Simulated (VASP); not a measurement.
# Ag (I4/mmm) in VASP: further runs, part 2 of 2

VASP 6.6.1. Earlier steps stand in the parts before.

### 5 Single point, PBE (strain -0.0050 x Voigt [0, 1, 0, 0, 0, 0])

Contents of INCAR:

```
  PREC = Accurate
  ENCUT = 520
  EDIFF = 1E-6
  ISMEAR = 0
  SIGMA = 0.15
  LREAL = False
  LASPH = True
  NELM = 80
  ALGO = Fast
  ISIF = 2
  LWAVE = False
  LCHARG = False
  GGA = PE
  NBANDS = 12
```

Contents of KPOINTS:

```
Automatic mesh
0
Gamma
  20 20 20
```

Contents of POSCAR:

```
Ag
1.0
    0.0000000000      2.0328845000      2.0431000000
    2.0431000000      0.0000000000      2.0431000000
    2.0431000000      2.0328845000      0.0000000000
Ag
1
Direct
    0.0000000000      0.0000000000      0.0000000000
```

Potentials or basis: VASP PAW PBE potentials, release 64 (Ag).

Launch:

```bash
> cat potpaw_PBE.64/Ag/POTCAR > POTCAR
> mpirun -np 1 vasp_std > vasp.out
```

OUTCAR:

```text
PREC = Accurate
   ENCUT = 520
   EDIFF = 1E-6
   ISMEAR = 0
   LREAL = False
   LASPH = True
   NELM = 80
   ISIF = 2
   GGA = PE

 ion  position               nearest neighbor table
   1  0.000  0.000  0.000-

  LATTYP: Found a body centered tetragonal cell.
 ALAT       =     2.8893797293
 C/A-ratio  =     1.4071424946

  Lattice vectors:

 A1 = (   0.0000000000,  -2.0328845000,   2.0431000000)
 A2 = (   0.0000000000,  -2.0328845000,  -2.0431000000)
 A3 = (   2.0431000000,   2.0328845000,   0.0000000000)

Analysis of symmetry for initial positions (statically):
=====================================================================
 Subroutine PRICEL returns:
 Original cell was already a primitive cell.

 Routine SETGRP: Setting up the symmetry group for a
 body centered tetragonal supercell.

 Subroutine GETGRP returns: Found 16 space group operations
 (whereof 16 operations were pure point group operations)
 out of a pool of 16 trial point group operations.

The static configuration has the point symmetry D_4h.

Analysis of symmetry for dynamics (positions and initial velocities):
=====================================================================
 Subroutine PRICEL returns:
 Original cell was already a primitive cell.

 Routine SETGRP: Setting up the symmetry group for a
 body centered tetragonal supercell.

 Subroutine GETGRP returns: Found 16 space group operations
 (whereof 16 operations were pure point group operations)
 out of a pool of 16 trial point group operations.

The dynamic configuration has the point symmetry D_4h.

 Subroutine INISYM returns: Found 16 space group operations
 (whereof 16 operations are pure point group operations),
 and found     1 'primitive' translations

----------------------------------------------------------------------------------------

                                     Primitive cell

  volume of cell :      16.9716

  direct lattice vectors                    reciprocal lattice vectors
     0.000000000  2.032884500  2.043100000    -0.244726151  0.245955931  0.244726151
     2.043100000  0.000000000  2.043100000     0.244726151 -0.245955931  0.244726151
     2.043100000  2.032884500  0.000000000     0.244726151  0.245955931 -0.244726151

  length of vectors
     2.882165332  2.889379729  2.882165332     0.424589329  0.424589329  0.424589329

  position of ions in fractional coordinates (direct lattice)
     0.000000000  0.000000000  0.000000000

  ion indices of the primitive-cell ions
   primitive index   ion index
                 1           1

----------------------------------------------------------------------------------------

 KPOINTS: Automatic mesh

Automatic generation of k-mesh.
 Grid dimensions read from file:
 generate k-points for:   20   20   20

 Generating k-lattice:

  Cartesian coordinates                     Fractional coordinates (reciprocal lattice)
    -0.012236308  0.012297797  0.012236308     0.050000000  0.000000000  0.000000000
     0.012236308 -0.012297797  0.012236308     0.000000000  0.050000000  0.000000000
     0.012236308  0.012297797 -0.012236308     0.000000000  0.000000000  0.050000000

  Length of vectors
     0.021229466  0.021229466  0.021229466

  Shift w.r.t. Gamma in fractional coordinates (k-lattice)
     0.000000000  0.000000000  0.000000000

 Subroutine IBZKPT returns following result:
 ===========================================

 Found    641 irreducible k-points:

 Following reciprocal coordinates:
            Coordinates               Weight
  0.000000  0.000000  0.000000      1.000000
  0.050000  0.000000  0.000000      8.000000
  0.100000  0.000000  0.000000      8.000000
  0.150000  0.000000  0.000000      8.000000
  0.200000  0.000000  0.000000      8.000000
  0.250000  0.000000  0.000000      8.000000
[... 16 lines left out ...]
 -0.400000  0.050000  0.000000     16.000000
 -0.350000  0.050000  0.000000     16.000000
 [... further k-points ...]
   k-points           NKPTS =    641   k-points in BZ     NKDIM =    641   number of bands    NBANDS=     12
   number of dos      NEDOS =    301   number of ions     NIONS =      1
   total plane-waves  NPLWV =  13824
   dimension x,y,z NGX =    24 NGY =   24 NGZ =   24
   dimension x,y,z NGXF=    48 NGYF=   48 NGZF=   48
   ions per type =               1
   NGX,Y,Z   is equivalent  to a cutoff of  13.84, 13.81, 13.84 a.u.
   NGXF,Y,Z  is equivalent  to a cutoff of  27.69, 27.62, 27.69 a.u.
 SYSTEM =  unknown system
   PREC   = accura    normal or accurate (medium, high low for compatibility)
   ISTART =      0    job   : 0-new  1-cont  2-samecut
   ICHARG =      2    charge: 1-file 2-atom 10-const
   ISPIN  =      1    spin polarized calculation?
   LNONCOLLINEAR =      F non collinear calculations
   LSORBIT =      F    spin-orbit coupling
   LASPH  =      T    aspherical Exc in radial PAW
   ENCUT  =  520.0 eV  38.22 Ry    6.18 a.u.   5.36  5.37  5.36*2*pi/ulx,y,z
   NELM   =     80;   NELMIN=  2; NELMDL= -5     # of ELM steps
   EDIFF  = 0.1E-05   stopping-criterion for ELM
   LREAL  =      F    real-space projection
   EDIFFG = 0.1E-04   stopping-criterion for IOM
   NSW    =      0    number of steps for IOM
   IBRION =     -1    ionic relax: 0-MD 1-quasi-New 2-CG
   NFREE  =      0    steps in history (QN), initial steepest desc. (CG)
   ISIF   =      2    stress and relaxation
   ISYM   =      2    0-nonsym 1-usesym 2-fastsym
   POTIM  = 0.5000    time-step for ionic-motion
   TEBEG  =    0.0;   TEEND  =   0.0 temperature during run
   PSTRESS=    0.0 pullay stress
   NELECT =      11.0000    total number of electrons
   NUPDOWN=      -1.0000    fix difference up-down
   EMIN   =  10.00;   EMAX   =-10.00  energy-range for DOS
   EFERMI =   0.00;   METHOD = LEGACY
   ISMEAR =     0;   SIGMA  =   0.15  broadening in eV -4-tet -1-fermi 0-gaus
   EFERMI_NEDOS =   21; number of points for ismear=-14 and -15
   IALGO  =     68    algorithm
   IMIX   =      4    mixing-type and parameters
     AMIX     =   0.40;   BMIX     =  1.00
     AMIX_MAG =   1.60;   BMIX_MAG =  1.00
  volume/ion in A,a.u.               =      16.97       114.53
  Fermi-wavevector in a.u.,A,eV,Ry     =   1.416767  2.677301 27.310002  2.007229
  Thomas-Fermi vector in A             =   2.538067
   LORBIT       =      0    0 simple, 1 ext, 2 COOP (PROOUT), +10 PAW based schemes
   GGA     = PE    functional components
   LHFCALC =     F    Hartree Fock is set to
   AEXX    =    0.0000 exact exchange contribution
   IVDW    =     0    specifies the selected vdW correction
   LEPSILON=     F    determine dielectric tensor
   LRPA    =     F    only Hartree local field effects (RPA)
 non-spin polarized calculation
 RMM-DIIS sequential band-by-band and
 Gauss-broadening in eV      SIGMA  =   0.15
  energy-cutoff  :      520.00
  volume of cell :       16.97
 maximum number of plane-waves:       473
 NGX is ok and might be reduce to    24
   NGX = 11   NGY = 11   NGZ = 11

 number of electron      10.9999999 magnetization

 Free energy of the ion-electron system (eV)
  ---------------------------------------------------
  ext. energy  EPLUGINS =         0.00000000
  ---------------------------------------------------
  free energy    TOTEN  =        -2.70817849 eV

  energy without entropy =       -2.70592109  energy(sigma->0) =       -2.70704979

 E-fermi :   8.5044     XC(G=0): -12.2374

 val. band max:        8.4783383376   @ k =   0.3500  -0.1500   0.2000
 cond. band min:       8.5325570729   @ k =   0.3000   0.5000   0.1000
 fundamental gap:      0.0542187353
 Fermi energy:         8.5044179491

 k-point     1 :       0.0000    0.0000    0.0000
  band No.  band energies     occupation
      1       0.6929      2.00000
      2       3.6613      2.00000
      3       3.6613      2.00000
      4       3.6927      2.00000
      5       4.6977      2.00000
      6       4.7304      2.00000
      7      24.5299      0.00000
      8      28.1128      0.00000
      9      28.1128      0.00000
     10      28.1811      0.00000
     11      32.9530      0.00000
     12      34.1002      0.00000
[... 331 lines left out ...]
 k-point    24 :      -0.3500    0.0500    0.0000
  band No.  band energies     occupation
      1       2.2107      2.00000
      2       3.7156      2.00000
      3       3.7769      2.00000
      4       5.0350      2.00000
      5       5.1603      2.00000
      6       6.1807      2.00000
      7      15.3369      0.00000
      8      24.0789      0.00000
      9      26.1083      0.00000
     10      27.7472      0.00000
     11      31.2812      0.00000
     12      31.5468      0.00000

 [... further k-points ...]

------------------------ aborting loop because EDIFF is reached ----------------------------------------

  FORCE on cell =-STRESS in cart. coord.  units (eV):
  Direction    XX          YY          ZZ          XY          YZ          ZX
  --------------------------------------------------------------------------------------
  -------------------------------------------------------------------------------------
  Total        0.5395110      0.5605860      0.5395110      0.0000000      0.0000000      0.0000000
  in kB       50.9317899     52.9213431     50.9317899      0.0000000      0.0000000      0.0000000
  external PRESSURE =      51.5949743 kB  Pullay stress =       0.0000000 kB

 VOLUME and BASIS-vectors are now :
 -----------------------------------------------------------------------------
  energy-cutoff  :      520.00
  volume of cell :       16.97
      direct lattice vectors                 reciprocal lattice vectors
     0.000000000  2.032884500  2.043100000    -0.244726151  0.245955931  0.244726151
     2.043100000  0.000000000  2.043100000     0.244726151 -0.245955931  0.244726151
     2.043100000  2.032884500  0.000000000     0.244726151  0.245955931 -0.244726151

 POSITION                                       TOTAL-FORCE (eV/Angst)
 -----------------------------------------------------------------------------------
      0.00000      0.00000      0.00000        -0.000000      0.000000      0.000000
 -----------------------------------------------------------------------------------
    total drift:                               -0.000000      0.000000     -0.000000

  FREE ENERGIE OF THE ION-ELECTRON SYSTEM (eV)
  ---------------------------------------------------
  free  energy   TOTEN  =        -2.7081784915 eV

  energy  without entropy=       -2.7059210927  energy(sigma->0) =       -2.70704979
```

OSZICAR:

```text
N       E                     dE             d eps       ncg     rms          rms(c)
DAV:   1     0.522484963899E+02    0.52248E+02   -0.55411E+03 15528   0.832E+02
DAV:   2    -0.212785242471E+01   -0.54376E+02   -0.51405E+02 17916   0.194E+02
DAV:   3    -0.296214709120E+01   -0.83429E+00   -0.83368E+00 18056   0.252E+01
DAV:   4    -0.296468806225E+01   -0.25410E-02   -0.25409E-02 17932   0.147E+00
DAV:   5    -0.296470792553E+01   -0.19863E-04   -0.19862E-04 18168   0.116E-01    0.530E+00
RMM:   6    -0.271938813243E+01    0.24532E+00   -0.36497E-01 15547   0.548E+00    0.337E+00
RMM:   7    -0.271109820471E+01    0.82899E-02   -0.96618E-03 17293   0.111E+00    0.194E+00
RMM:   8    -0.270819148785E+01    0.29067E-02   -0.76303E-04 17483   0.263E-01    0.189E-01
RMM:   9    -0.270817579757E+01    0.15690E-04   -0.11027E-04 18828   0.938E-02    0.706E-02
RMM:  10    -0.270817720626E+01   -0.14087E-05   -0.19310E-05 18421   0.353E-02    0.238E-02
RMM:  11    -0.270817846296E+01   -0.12567E-05   -0.52576E-06 15812   0.142E-02    0.682E-03
RMM:  12    -0.270817849146E+01   -0.28499E-07   -0.36272E-07 12020   0.448E-03
   1 F= -.27081785E+01 E0= -.27070498E+01  d E =-.225740E-02
```

stdout:

```text
POSCAR found type information on POSCAR Ag
 POSCAR found :  1 types and       1 ions
 scaLAPACK will be used
 LDA part: xc-table for (Slater+PW92), standard interpolation
 POSCAR, INCAR and KPOINTS ok, starting setup
 FFT: planning ... GRIDC
 FFT: planning ... GRID_SOFT
 FFT: planning ... GRID
 WAVECAR not read
 entering main loop
WARNING in EDDRMM: call to ZHEGV failed, returncode =   8  4     12
WARNING in EDDRMM: call to ZHEGV failed, returncode =   8  4     12
```

It took 37 s on 1 thread of Intel Xeon 6975P-C (Granite Rapids), shared host; peak memory 0.24 GiB.

Results:

```yaml
Free_energy: -2.7082 eV
Pressure: 5.2 GPa
```

Caveat: the cell differs from its parent crystal (strain -0.0050 x Voigt [0, 1, 0, 0, 0, 0]).

### 6 Overview

```tsv
cell	gap on the mesh (eV)	pressure (GPa)
a = 2.861, b = 2.889 Å, angles 59.7, 60.7, 59.7°, 1 atom	none	7.1
a = 2.875, b = 2.889 Å, angles 59.8, 60.3, 59.8°, 1 atom	none	5.7
a = 2.868, b = 2.889 Å, angles 59.8, 60.5, 59.8°, 1 atom	none	6.4
a = 2.882, b = 2.889 Å, angles 59.9, 60.2, 59.9°, 1 atom	none	5.2
```

Alike in all rows: task single point; level PBE; potentials or basis VASP PAW PBE potentials, release 64 (Ag); no spin polarisation; k mesh 20 × 20 × 20; cutoff (eV) 520; smearing gaussian 0.15 eV.

Absolute energies hang on the potentials; compare differences alone.
